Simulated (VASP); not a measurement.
# MoS2 (P6_3/mmc) in VASP: single point with PBEsol

Aim: the single point of MoS2 with PBEsol.

Program: VASP 6.6.1. These are calculated values, not measurements. Logs are shortened: lines on timing, memory, paths and dates and some standing lists are left out, and cuts for length are marked.

### Step 1. The cell of the first run

Symmetry: P6_3/mmc, No. 194, hexagonal system. Conventional cell: a = 3.141 Å, b = 3.141 Å, c = 12.591 Å, α = 90.00°, β = 90.00°, γ = 120.00°. Within 3.2 Å of Mo (site symmetry -6m2) lie 6 S at 2.39 Å and 6 Mo at 3.14 Å. Within 3.2 Å of S (site symmetry 3m) lie 3 Mo at 2.39 Å and 7 S at 3.12 to 3.14 Å.

### Step 2. Single point, PBEsol

File INCAR:

```
PREC = Accurate
ENCUT = 500
EDIFF = 1E-6
ISMEAR = 0
SIGMA = 0.02
LREAL = False
LASPH = True
NELM = 120
ALGO = Normal
ISIF = 2
LWAVE = False
LCHARG = True
GGA = PS
LELF = True
LVHAR = True
NBANDS = 35
GGA_COMPAT = False
```

File KPOINTS:

```
Automatic mesh
0
Gamma
  15 15 4
```

File POSCAR:

```
MoS2
1.0
    3.1414773708      0.0000000028      0.0000000000
   -1.5707386878      2.7205992071      0.0000000000
    0.0000000000      0.0000000000     12.5914589153
Mo S
2 4
Direct
    0.6666666667      0.3333333333      0.2500000000
    0.3333333333      0.6666666667      0.7500000000
    0.6666666667      0.3333333333      0.6261794789
    0.3333333333      0.6666666667      0.3738205211
    0.6666666667      0.3333333333      0.8738205211
    0.3333333333      0.6666666667      0.1261794789
```

Potentials or basis: VASP PAW PBE potentials, release 64 (Mo_sv, S).

The run is started by

```bash
$ cat potpaw_PBE.64/Mo_sv/POTCAR potpaw_PBE.64/S/POTCAR > POTCAR
$ mpirun -np 1 vasp_std > vasp.out
```

OUTCAR:

```text
PREC = Accurate
   ENCUT = 500
   EDIFF = 1E-6
   ISMEAR = 0
   LREAL = False
   LASPH = True
   NELM = 120
   ISIF = 2
   GGA = PS

 ion  position               nearest neighbor table
   1  0.667  0.333  0.250-   4 2.39   6 2.39   4 2.39   6 2.39   4 2.39   6 2.39
   2  0.333  0.667  0.750-   3 2.39   5 2.39   3 2.39   5 2.39   3 2.39   5 2.39
   3  0.667  0.333  0.626-   2 2.39   2 2.39   2 2.39
   4  0.333  0.667  0.374-   1 2.39   1 2.39   1 2.39
   5  0.667  0.333  0.874-   2 2.39   2 2.39   2 2.39
   6  0.333  0.667  0.126-   1 2.39   1 2.39   1 2.39

  LATTYP: Found a hexagonal cell.
 ALAT       =     3.1414773708
 C/A-ratio  =     4.0081329353

  Lattice vectors:

 A1 = (   3.1414773708,   0.0000000028,   0.0000000000)
 A2 = (  -1.5707386878,   2.7205992071,   0.0000000000)
 A3 = (   0.0000000000,   0.0000000000,  12.5914589153)

Analysis of symmetry for initial positions (statically):
=====================================================================
 Subroutine PRICEL returns:
 Original cell was already a primitive cell.

 Routine SETGRP: Setting up the symmetry group for a
 hexagonal supercell.

 Subroutine GETGRP returns: Found 24 space group operations
 (whereof 12 operations were pure point group operations)
 out of a pool of 24 trial point group operations.

The static configuration has the point symmetry D_3d.
 The point group associated with its full space group is D_6h.

Analysis of symmetry for dynamics (positions and initial velocities):
=====================================================================
 Subroutine PRICEL returns:
 Original cell was already a primitive cell.

 Routine SETGRP: Setting up the symmetry group for a
 hexagonal supercell.

 Subroutine GETGRP returns: Found 24 space group operations
 (whereof 12 operations were pure point group operations)
 out of a pool of 24 trial point group operations.

The dynamic configuration has the point symmetry D_3d.
 The point group associated with its full space group is D_6h.

 Subroutine INISYM returns: Found 24 space group operations
 (whereof 12 operations are pure point group operations),
 and found     1 'primitive' translations

----------------------------------------------------------------------------------------

                                     Primitive cell

  volume of cell :     107.6154

  direct lattice vectors                    reciprocal lattice vectors
     3.141477371  0.000000003  0.000000000     0.318321567  0.183783043  0.000000000
    -1.570738688  2.720599207  0.000000000    -0.000000000  0.367566085  0.000000000
     0.000000000  0.000000000 12.591458915     0.000000000  0.000000000  0.079418915

  length of vectors
     3.141477371  3.141477371 12.591458915     0.367566085  0.367566085  0.079418915

  position of ions in fractional coordinates (direct lattice)
     0.666666667  0.333333333  0.250000000
     0.333333333  0.666666667  0.750000000
     0.666666667  0.333333333  0.626179479
     0.333333333  0.666666667  0.373820521
     0.666666667  0.333333333  0.873820521
     0.333333333  0.666666667  0.126179479

  ion indices of the primitive-cell ions
   primitive index   ion index
                 1           1
                 2           2
                 3           3
                 4           4
                 5           5
                 6           6

----------------------------------------------------------------------------------------

 KPOINTS: Automatic mesh

Automatic generation of k-mesh.
 Grid dimensions read from file:
 generate k-points for:   15   15    4

 Generating k-lattice:

  Cartesian coordinates                     Fractional coordinates (reciprocal lattice)
     0.021221438  0.012252203  0.000000000     0.066666667  0.000000000  0.000000000
    -0.000000000  0.024504406  0.000000000     0.000000000  0.066666667  0.000000000
     0.000000000  0.000000000  0.019854729     0.000000000  0.000000000  0.250000000

  Length of vectors
     0.024504406  0.024504406  0.019854729

  Shift w.r.t. Gamma in fractional coordinates (k-lattice)
     0.000000000  0.000000000  0.000000000

 Subroutine IBZKPT returns following result:
 ===========================================

 Found     81 irreducible k-points:

 Following reciprocal coordinates:
            Coordinates               Weight
  0.000000  0.000000  0.000000      1.000000
  0.066667  0.000000  0.000000      6.000000
  0.133333 -0.000000  0.000000      6.000000
  0.200000 -0.000000  0.000000      6.000000
  0.266667 -0.000000  0.000000      6.000000
  0.333333  0.000000  0.000000      6.000000
[... 16 lines left out ...]
  0.333333  0.200000  0.000000     12.000000
  0.400000  0.200000  0.000000      6.000000
 [... further k-points ...]
   k-points           NKPTS =     81   k-points in BZ     NKDIM =     81   number of bands    NBANDS=     35
   number of dos      NEDOS =    301   number of ions     NIONS =      6
   total plane-waves  NPLWV =  55296
   dimension x,y,z NGX =    24 NGY =   24 NGZ =   96
   dimension x,y,z NGXF=    48 NGYF=   48 NGZF=  192
   ions per type =               2   4
   NGX,Y,Z   is equivalent  to a cutoff of  12.70, 12.70, 12.67 a.u.
   NGXF,Y,Z  is equivalent  to a cutoff of  25.40, 25.40, 25.35 a.u.
 SYSTEM =  unknown system
   PREC   = accura    normal or accurate (medium, high low for compatibility)
   ISTART =      0    job   : 0-new  1-cont  2-samecut
   ICHARG =      2    charge: 1-file 2-atom 10-const
   ISPIN  =      1    spin polarized calculation?
   LNONCOLLINEAR =      F non collinear calculations
   LSORBIT =      F    spin-orbit coupling
   LASPH  =      T    aspherical Exc in radial PAW
   ENCUT  =  500.0 eV  36.75 Ry    6.06 a.u.   5.73  5.73 22.96*2*pi/ulx,y,z
   NELM   =    120;   NELMIN=  2; NELMDL= -5     # of ELM steps
   EDIFF  = 0.1E-05   stopping-criterion for ELM
   LREAL  =      F    real-space projection
   EDIFFG = 0.1E-04   stopping-criterion for IOM
   NSW    =      0    number of steps for IOM
   IBRION =     -1    ionic relax: 0-MD 1-quasi-New 2-CG
   NFREE  =      0    steps in history (QN), initial steepest desc. (CG)
   ISIF   =      2    stress and relaxation
   ISYM   =      2    0-nonsym 1-usesym 2-fastsym
   POTIM  = 0.5000    time-step for ionic-motion
   TEBEG  =    0.0;   TEEND  =   0.0 temperature during run
   PSTRESS=    0.0 pullay stress
   NELECT =      52.0000    total number of electrons
   NUPDOWN=      -1.0000    fix difference up-down
   EMIN   =  10.00;   EMAX   =-10.00  energy-range for DOS
   EFERMI =   0.00;   METHOD = LEGACY
   ISMEAR =     0;   SIGMA  =   0.02  broadening in eV -4-tet -1-fermi 0-gaus
   EFERMI_NEDOS =   21; number of points for ismear=-14 and -15
   IALGO  =     38    algorithm
   IMIX   =      4    mixing-type and parameters
     AMIX     =   0.40;   BMIX     =  1.00
     AMIX_MAG =   1.60;   BMIX_MAG =  1.00
  volume/ion in A,a.u.               =      17.94       121.04
  Fermi-wavevector in a.u.,A,eV,Ry     =   1.284649  2.427634 22.454002  1.650323
  Thomas-Fermi vector in A             =   2.416830
   LORBIT       =      0    0 simple, 1 ext, 2 COOP (PROOUT), +10 PAW based schemes
   GGA     = PS    functional components
   LHFCALC =     F    Hartree Fock is set to
   AEXX    =    0.0000 exact exchange contribution
   IVDW    =     0    specifies the selected vdW correction
   LEPSILON=     F    determine dielectric tensor
   LRPA    =     F    only Hartree local field effects (RPA)
 non-spin polarized calculation
 Gauss-broadening in eV      SIGMA  =   0.02
  energy-cutoff  :      500.00
  volume of cell :      107.62
 maximum number of plane-waves:      2750
 NGX is ok and might be reduce to    24
   NGX = 11   NGY = 11   NGZ = 45

 number of electron      52.0000003 magnetization

 Free energy of the ion-electron system (eV)
  ---------------------------------------------------
  ext. energy  EPLUGINS =         0.00000000
  ---------------------------------------------------
  free energy    TOTEN  =       -46.90529027 eV

  energy without entropy =      -46.90529027  energy(sigma->0) =      -46.90529027

 E-fermi :   7.4558     XC(G=0): -10.9172

 val. band max:        7.2431578870   @ k =   0.0000   0.0000   0.0000
 cond. band min:       8.2724309305   @ k =   0.2000   0.1333   0.0000
 fundamental gap:      1.0292730434
 Fermi energy:         7.4557888009

 k-point     1 :       0.0000    0.0000    0.0000
  band No.  band energies     occupation
      1     -54.0360      2.00000
      2     -54.0360      2.00000
      3     -28.2474      2.00000
      4     -28.2473      2.00000
      5     -27.9848      2.00000
      6     -27.9848      2.00000
[... 27 lines left out ...]
     34       9.8824      0.00000
     35      12.9388      0.00000

 k-point     2 :       0.0667    0.0000    0.0000
  band No.  band energies     occupation
      1     -54.0340      2.00000
      2     -54.0340      2.00000
      3     -28.2436      2.00000
      4     -28.2435      2.00000
      5     -28.0040      2.00000
      6     -28.0040      2.00000
[... 27 lines left out ...]
     34       9.8069      0.00000
     35      13.3857      0.00000

 k-point     3 :       0.1333   -0.0000    0.0000
  band No.  band energies     occupation
      1     -54.0285      2.00000
      2     -54.0285      2.00000
      3     -28.2328      2.00000
      4     -28.2328      2.00000
      5     -28.0581      2.00000
      6     -28.0581      2.00000
[... 27 lines left out ...]
     34      10.0238      0.00000
     35      14.0588      0.00000
[... 723 lines left out ...]
 k-point    23 :       0.3333    0.2000    0.0000
  band No.  band energies     occupation
      1     -53.9887      2.00000
      2     -53.9887      2.00000
      3     -28.3580      2.00000
      4     -28.3580      2.00000
      5     -28.1675      2.00000
      6     -28.1675      2.00000
[... 27 lines left out ...]
     34      11.7555      0.00000
     35      13.4627      0.00000

 k-point    24 :       0.4000    0.2000    0.0000
  band No.  band energies     occupation
      1     -53.9871      2.00000
      2     -53.9871      2.00000
      3     -28.3665      2.00000
      4     -28.3665      2.00000
      5     -28.1773      2.00000
      6     -28.1773      2.00000
[... 27 lines left out ...]
     34      11.7498      0.00000
     35      13.2801      0.00000

 [... further k-points ...]
[... 5 lines left out ...]
  --------------------------------------------------------------------------------------
  -------------------------------------------------------------------------------------
  Total       -0.0147890     -0.0147890     -0.0459670     -0.0000000     -0.0000000      0.0000000
  in kB       -0.2201781     -0.2201781     -0.6843561     -0.0000000     -0.0000000      0.0000000
  external PRESSURE =      -0.3749041 kB  Pullay stress =       0.0000000 kB

 VOLUME and BASIS-vectors are now :
 -----------------------------------------------------------------------------
  energy-cutoff  :      500.00
  volume of cell :      107.62
      direct lattice vectors                 reciprocal lattice vectors
     3.141477371  0.000000003  0.000000000     0.318321567  0.183783043  0.000000000
    -1.570738688  2.720599207  0.000000000    -0.000000000  0.367566085  0.000000000
     0.000000000  0.000000000 12.591458915     0.000000000  0.000000000  0.079418915

 POSITION                                       TOTAL-FORCE (eV/Angst)
 -----------------------------------------------------------------------------------
      1.57074      0.90687      3.14786        -0.000000      0.000000      0.000000
     -0.00000      1.81373      9.44359         0.000000     -0.000000      0.000000
      1.57074      0.90687      7.88451         0.000000     -0.000000     -0.000706
     -0.00000      1.81373      4.70695         0.000000     -0.000000      0.000706
      1.57074      0.90687     11.00268        -0.000000     -0.000000      0.000706
     -0.00000      1.81373      1.58878         0.000000      0.000000     -0.000706
 -----------------------------------------------------------------------------------
    total drift:                               -0.000000      0.000000     -0.000000

  FREE ENERGIE OF THE ION-ELECTRON SYSTEM (eV)
  ---------------------------------------------------
  free  energy   TOTEN  =       -46.9052902671 eV

  energy  without entropy=      -46.9052902671  energy(sigma->0) =      -46.90529027
```

Run time: 2.9 min. Hardware: 1 thread of Intel Xeon Platinum 8559C (Emerald Rapids), shared host; peak memory 0.37 GiB.

Results:

- Free energy: -46.9053 eV
- Pressure: 0.0 GPa
- Band gap on the k mesh: 1.03 eV (least direct gap 1.75 eV)

Levels at points of the mesh, in eV from the valence-band top:
```
           k point  band 22  band 23  band 24  band 25  band 26  band 27  band 28  band 29  band 30  band 31
(0.00, 0.00, 0.00)    -2.03    -2.03    -1.32    -1.12     0.00     2.30     2.30     2.32     2.32     2.51
(0.00, 0.00, 0.50)    -2.04    -2.04    -2.04    -0.29    -0.29     2.30     2.30     2.30     2.30     2.58
```

Caveat: the PAW data sets were made with another functional, which shifts forces and pressure a little; this functional lacks dispersion, which binds layers or chains, so the pressure and a relaxed spacing across them are unreliable.
